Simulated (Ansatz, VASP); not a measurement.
# One calculation of LiNbO3, two programs

Contents of INCAR:

```
PREC = Accurate
ENCUT = 520
EDIFF = 1E-6
ISMEAR = 0
SIGMA = 0.05
LREAL = False
LASPH = True
NELM = 60
ALGO = Normal
ISIF = 2
LWAVE = False
LCHARG = False
GGA = PE
NBANDS = 45
```

The input KPOINTS:

```
regular mesh
0
Gamma
  6 6 6
```

The input POSCAR:

```
LiNbO3
1.0
    2.5536552391      1.4743535398      4.7472450896
   -2.5536552391      1.4743535398      4.7472450896
    0.0000000000     -2.9487070795      4.7472450896
Li Nb O
2 2 6
Direct
    0.2815913687      0.2815913687      0.2815913687
    0.7815913687      0.7815913687      0.7815913687
    0.0004900497      0.0004900497      0.0004900497
    0.5004900497      0.5004900497      0.5004900497
    0.1104619503      0.3580262714      0.7211003599
    0.7211003599      0.1104619503      0.3580262714
    0.3580262714      0.7211003599      0.1104619503
    0.2211003599      0.8580262714      0.6104619503
    0.8580262714      0.6104619503      0.2211003599
    0.6104619503      0.2211003599      0.8580262714
```

Input for Ansatz:

```yaml
crystal:
  lattice:
    - [2.5536552391, 1.4743535398, 4.7472450896]
    - [-2.5536552391, 1.4743535398, 4.7472450896]
    - [0.0, -2.9487070795, 4.7472450896]
  atoms:
    - { symbol: Li, position: [0.2815913687, 0.2815913687, 0.2815913687] }
    - { symbol: Li, position: [0.7815913687, 0.7815913687, 0.7815913687] }
    - { symbol: Nb, position: [0.0004900497, 0.0004900497, 0.0004900497] }
    - { symbol: Nb, position: [0.5004900497, 0.5004900497, 0.5004900497] }
    - { symbol: O, position: [0.1104619503, 0.3580262714, 0.7211003599] }
    - { symbol: O, position: [0.7211003599, 0.1104619503, 0.3580262714] }
    - { symbol: O, position: [0.3580262714, 0.7211003599, 0.1104619503] }
    - { symbol: O, position: [0.2211003599, 0.8580262714, 0.6104619503] }
    - { symbol: O, position: [0.8580262714, 0.6104619503, 0.2211003599] }
    - { symbol: O, position: [0.6104619503, 0.2211003599, 0.8580262714] }
basis:
  ecutwfc: 520.0
kpoints:
  mp_grid: { grid: [6, 6, 6] }
hamiltonian:
  xc: pbe
  pseudopotentials: { kind: paw, azcp: { folder: soft_1 } }
scf:
  occupations: { method: gaussian, width: 0.05 }
output:
  forces: true
  stress: true
  eigenvalues: true
```

Alike in both runs: task single point; functional PBE; k mesh 6 × 6 × 6; occupations gaussian, width 0.05 eV; no spin polarisation.

|  | VASP | Ansatz |
| --- | --- | --- |
| version | VASP 6.6.1 | Ansatz 0.2.0 |
| potentials or method | VASP PAW PBE potentials, release 64 (Li_sv, Nb_sv, O), cutoff 520 eV | scalar-relativistic, plane waves, PAW |
| valence electrons in the cell | 68 | 68 |

Ansatz gave:

```
gap on the k mesh at the Fermi level (eV) : 3.65
least direct gap on the mesh (eV)         : 3.66
rms of the force components (eV/Å)        : 0.161
```

Question: What did VASP give for the same quantities?

Answer: gap on the k mesh at the Fermi level (eV): 3.63; least direct gap on the mesh (eV): 3.64; rms of the force components (eV/Å): 0.166.

Atom by atom the forces differ by 0.013 eV/Å (rms over components). With one functional, cell and mesh, what is left measures potentials, basis and numerics.

Noted on VASP's run: the cutoff is short for stress, so the pressure is rough.
